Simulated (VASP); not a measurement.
# TiTe2 (P-3m1) in VASP: vibrations by perturbation theory with PBE

Aim: the vibrations by perturbation theory of TiTe2 with PBE.

All numbers are computed with VASP 6.6.1; they aren't measurements. Logs are shortened: lines on timing, memory, paths and dates and some standing lists are left out, and cuts for length are marked.

### Step 1. The cell of the first run

It takes space group P-3m1 (No. 164, trigonal). The conventional cell has a = 3.723 Å, b = 3.723 Å, c = 6.499 Å, α = 90.00°, β = 90.00°, γ = 120.00°. Ti (site symmetry -3m) has 6 Te at 2.76 Å and 6 Ti at 3.72 Å within 3.8 Å. Te (site symmetry 3m) has 3 Ti at 2.76 Å and 9 Te at 3.72 Å within 3.8 Å.

### Step 2. Vibrations by perturbation theory, PBE

INCAR

```
ALGO = Fast
EDIFF = 1E-8
ENCUT = 520
GGA = PE
IBRION = 8
ISIF = 2
ISMEAR = 0
LASPH = True
LCHARG = False
LREAL = False
LWAVE = False
NELM = 80
NSW = 1
PREC = Accurate
SIGMA = 0.03
```

KPOINTS

```
k-points
0
Gamma
  12 12 8
```

POSCAR

```
TiTe2
1.0
    3.7231245464      0.0000000000      0.0000000000
   -1.8615622732      3.2243204387      0.0000000000
    0.0000000000      0.0000000000      6.4991069129
Ti Te
1 2
Direct
    0.0000000000      0.0000000000      0.0000000000
    0.3333333333      0.6666666667      0.2662975837
    0.6666666667      0.3333333333      0.7337024163
```

Potentials or basis: VASP PAW PBE potentials, release 64 (Ti_sv, Te).

Started as:

```bash
> cat potpaw_PBE.64/Ti_sv/POTCAR potpaw_PBE.64/Te/POTCAR > POTCAR
> mpirun -np 1 vasp_std > vasp.out
```

OUTCAR:

```text
EDIFF = 1E-8
   ENCUT = 520
   GGA = PE
   IBRION = 8
   ISIF = 2
   ISMEAR = 0
   LASPH = True
   LREAL = False
   NELM = 80
   NSW = 1
   PREC = Accurate

 ion  position               nearest neighbor table
   1  0.000  0.000  0.000-   2 2.76   3 2.76   3 2.76   2 2.76   3 2.76   2 2.76
   2  0.333  0.667  0.266-   1 2.76   1 2.76   1 2.76
   3  0.667  0.333  0.734-   1 2.76   1 2.76   1 2.76

  LATTYP: Found a hexagonal cell.
 ALAT       =     3.7231245464
 C/A-ratio  =     1.7456055611

  Lattice vectors:

 A1 = (   3.7231245464,   0.0000000000,   0.0000000000)
 A2 = (  -1.8615622732,   3.2243204387,   0.0000000000)
 A3 = (   0.0000000000,   0.0000000000,   6.4991069129)

Analysis of symmetry for initial positions (statically):
=====================================================================
 Subroutine PRICEL returns:
 Original cell was already a primitive cell.

 Routine SETGRP: Setting up the symmetry group for a
 hexagonal supercell.

 Subroutine GETGRP returns: Found 12 space group operations
 (whereof 12 operations were pure point group operations)
 out of a pool of 24 trial point group operations.

The static configuration has the point symmetry D_3d.

Analysis of symmetry for dynamics (positions and initial velocities):
=====================================================================
 Subroutine PRICEL returns:
 Original cell was already a primitive cell.

 Routine SETGRP: Setting up the symmetry group for a
 hexagonal supercell.

 Subroutine GETGRP returns: Found 12 space group operations
 (whereof 12 operations were pure point group operations)
 out of a pool of 24 trial point group operations.

The dynamic configuration has the point symmetry D_3d.

 Subroutine INISYM returns: Found 12 space group operations
 (whereof 12 operations are pure point group operations),
 and found     1 'primitive' translations

----------------------------------------------------------------------------------------

                                     Primitive cell

  volume of cell :      78.0188

  direct lattice vectors                    reciprocal lattice vectors
     3.723124546  0.000000000  0.000000000     0.268591606  0.155071436  0.000000000
    -1.861562273  3.224320439  0.000000000     0.000000000  0.310142872  0.000000000
     0.000000000  0.000000000  6.499106913     0.000000000  0.000000000  0.153867295

  length of vectors
     3.723124546  3.723124546  6.499106913     0.310142872  0.310142872  0.153867295

  position of ions in fractional coordinates (direct lattice)
     0.000000000  0.000000000  0.000000000
     0.333333333  0.666666667  0.266297584
     0.666666667  0.333333333  0.733702416

  ion indices of the primitive-cell ions
   primitive index   ion index
                 1           1
                 2           2
                 3           3

----------------------------------------------------------------------------------------

 KPOINTS: k-points

Automatic generation of k-mesh.
 Grid dimensions read from file:
 generate k-points for:   12   12    8

 Generating k-lattice:

  Cartesian coordinates                     Fractional coordinates (reciprocal lattice)
     0.022382634  0.012922620  0.000000000     0.083333333 -0.000000000  0.000000000
     0.000000000  0.025845239  0.000000000     0.000000000  0.083333333  0.000000000
[... 95 lines left out ...]
   NGX = 13   NGY = 13   NGZ = 25

--------------------------------------- Ionic step        1  -------------------------------------------

 number of electron      24.0000000 magnetization

 Free energy of the ion-electron system (eV)
  ---------------------------------------------------
  ext. energy  EPLUGINS =         0.00000000
  ---------------------------------------------------
  free energy    TOTEN  =       -16.18779110 eV

  energy without entropy =      -16.18732633  energy(sigma->0) =      -16.18755871

 E-fermi :   7.1993     XC(G=0): -10.0044

 val. band max:        7.1942316632   @ k =   0.4167   0.0000   0.2500
 cond. band min:       7.2035744431   @ k =   0.0000   0.2500   0.1250
 fundamental gap:      0.0093427800
 Fermi energy:         7.1992594680

 k-point     1 :       0.0000    0.0000    0.0000
  band No.  band energies     occupation
      1     -50.2389      2.00000
      2     -26.5011      2.00000
      3     -26.5011      2.00000
      4     -26.4592      2.00000
      5      -5.3911      2.00000
      6      -3.8540      2.00000
[... 433 lines left out ...]
      3     -26.5040      2.00000
      4     -26.4563      2.00000
      5      -5.0352      2.00000
      6      -3.7533      2.00000
[... 8 lines left out ...]
     15       8.6643      0.00000
     16       9.8816      0.00000

 [... further k-points ...]

------------------------ aborting loop because EDIFF is reached ----------------------------------------

  FORCE on cell =-STRESS in cart. coord.  units (eV):
  Direction    XX          YY          ZZ          XY          YZ          ZX
  --------------------------------------------------------------------------------------
  -------------------------------------------------------------------------------------
  Total        0.9630210      0.9630210      0.9732756      0.0000000      0.0000000      0.0000000
  in kB       19.7763845     19.7763845     19.9869711      0.0000000      0.0000000      0.0000000
  external PRESSURE =      19.8465801 kB  Pullay stress =       0.0000000 kB

 VOLUME and BASIS-vectors are now :
 -----------------------------------------------------------------------------
  energy-cutoff  :      520.00
  volume of cell :       78.02
      direct lattice vectors                 reciprocal lattice vectors
     3.723124546  0.000000000  0.000000000     0.268591606  0.155071436  0.000000000
    -1.861562273  3.224320439  0.000000000     0.000000000  0.310142872  0.000000000
     0.000000000  0.000000000  6.499106913     0.000000000  0.000000000  0.153867295

 POSITION                                       TOTAL-FORCE (eV/Angst)
 -----------------------------------------------------------------------------------
      0.00000      0.00000      0.00000         0.000000      0.000000      0.000000
     -0.00000      2.14955      1.73070         0.000000     -0.000000      0.011271
      1.86156      1.07477      4.76841        -0.000000      0.000000     -0.011271
 -----------------------------------------------------------------------------------
    total drift:                                0.000000      0.000000     -0.000000

  FREE ENERGIE OF THE ION-ELECTRON SYSTEM (eV)
  ---------------------------------------------------
  free  energy   TOTEN  =       -16.1877910961 eV

  energy  without entropy=      -16.1873263262  energy(sigma->0) =      -16.18755871

[... ionic steps 2 to 3 ...]

--------------------------------------- Ionic step        4  -------------------------------------------

------------------------ aborting loop because EDIFF is reached ----------------------------------------
[... 11 lines left out ...]
[... ionic steps 8 to 8 ...]

--------------------------------------- Ionic step        9  -------------------------------------------

 Free energy of the ion-electron system (eV)
  ---------------------------------------------------
  ---------------------------------------------------
  free energy    TOTEN  =        -0.06389308 eV

  energy without entropy =       -0.06389366

------------------------ aborting loop because EDIFF is reached ----------------------------------------

 INTERNAL STRAIN TENSOR  FOR ION    2  DIRECTION 3   (eV/Angst):
 -----------------------------------------------------------------------------
    -6.38844  0.00000  0.00000
     0.00000 -6.38844 -0.00000
     0.00000  0.00000-13.06783

 INTERNAL STRAIN TENSOR FOR ION    3 for displacements in x,y,z  (eV/Angst):
          X           Y           Z          XY          YZ          ZX
  --------------------------------------------------------------------------------
  x     0.00000     0.00000     0.00000    -2.09129     0.00000     5.86929
  y    -2.09129     2.09129     0.00000     0.00000     6.93132     0.00000
  z     6.38844     6.38844    13.06783     0.00000     0.00000     0.00000

 SECOND DERIVATIVES (NOT SYMMETRIZED)
 ------------------------------------
               1X          1Y          1Z          2X          2Y          2Z          3X          3Y          3Z
  1X    -4.442003    0.000000    0.000000    2.221001    0.000000    0.000000    2.221001    0.000000    0.000000
  1Y     0.000000   -4.442003    0.000000    0.000000    2.221001    0.000000    0.000000    2.221001    0.000000
  1Z     0.000000    0.000000  -11.332395    0.000000   -0.000000    5.666197    0.000000   -0.000000    5.666197
  2X     2.209333   -0.000000    0.000000   -3.431085    0.000000    0.000000    1.221752    0.000000    0.000000
  2Y    -0.000000    2.209333    0.000000   -0.000000   -3.431085    0.000000    0.000000    1.221752    0.000000
  2Z     0.000000    0.000000    5.651265    0.000000   -0.000000   -7.817546    0.000000   -0.000000    2.166281
  3X     2.209333   -0.000000    0.000000    1.221752    0.000000    0.000000   -3.431085    0.000000    0.000000
  3Y    -0.000000    2.209333    0.000000    0.000000    1.221752    0.000000   -0.000000   -3.431085    0.000000
  3Z     0.000000    0.000000    5.651265    0.000000   -0.000000    2.166281    0.000000   -0.000000   -7.817546

 Eigenvectors and eigenvalues of the dynamical matrix
 ----------------------------------------------------

   1 f  =    8.286716 THz    52.066969 2PiTHz  276.415077 cm-1    34.271086 meV
             X         Y         Z           dx          dy          dz
      0.000000  0.000000  0.000000     0.000000    0.000000    0.917809
     -0.000000  2.149547  1.730696     0.000000    0.000000   -0.280738
      1.861562  1.074773  4.768410    -0.000000   -0.000000   -0.280738
[... 43 lines left out ...]
   9 f/i=    0.004973 THz     0.031249 2PiTHz    0.165897 cm-1     0.020569 meV
             X         Y         Z           dx          dy          dz
      0.000000  0.000000  0.000000    -0.059102    0.392156    0.000000
     -0.000000  2.149547  1.730696    -0.096738    0.641874    0.000000
      1.861562  1.074773  4.768410    -0.096738    0.641874    0.000000

--------------------------------------------------------------------------------------------------------

 ELASTIC MODULI CONTR FROM IONIC RELAXATION (kBar)
 Direction    XX          YY          ZZ          XY          YZ          ZX
 --------------------------------------------------------------------------------
 XX        -206.4993   -129.2878   -343.4333      0.0000    127.9539     -0.0000
 YY        -129.2878   -206.4993   -343.4333     -0.0000   -127.9539      0.0000
 ZZ        -343.4333   -343.4333   -702.5074     -0.0000     -0.0000      0.0000
 XY           0.0000     -0.0000     -0.0000    -38.6058     -0.0000    108.3487
 YZ         127.9539   -127.9539     -0.0000     -0.0000   -424.0872      0.0000
 ZX          -0.0000      0.0000      0.0000    108.3487      0.0000   -304.0850
 --------------------------------------------------------------------------------
```

Run time: 88 min. Hardware: 1 thread of Oxide Virtual Turin-like, shared host; peak memory 1.4 GiB.

Results:

- Highest phonon frequency at Γ, LO-TO splitting left out: 276 cm⁻¹

Phonon frequencies in cm⁻¹ (negative: imaginary):
| q point | frequencies |
| --- | --- |
| (0.000, 0.000, 0.000) | 0 0 0 100 100 146 173 173 276 |

Caveat: the cell stands under pressure or tension, which shifts response properties; spin-orbit coupling is left out, which moves the levels of the heavy elements; this functional lacks dispersion, which binds layers or chains, so the pressure and a relaxed spacing across them are unreliable.
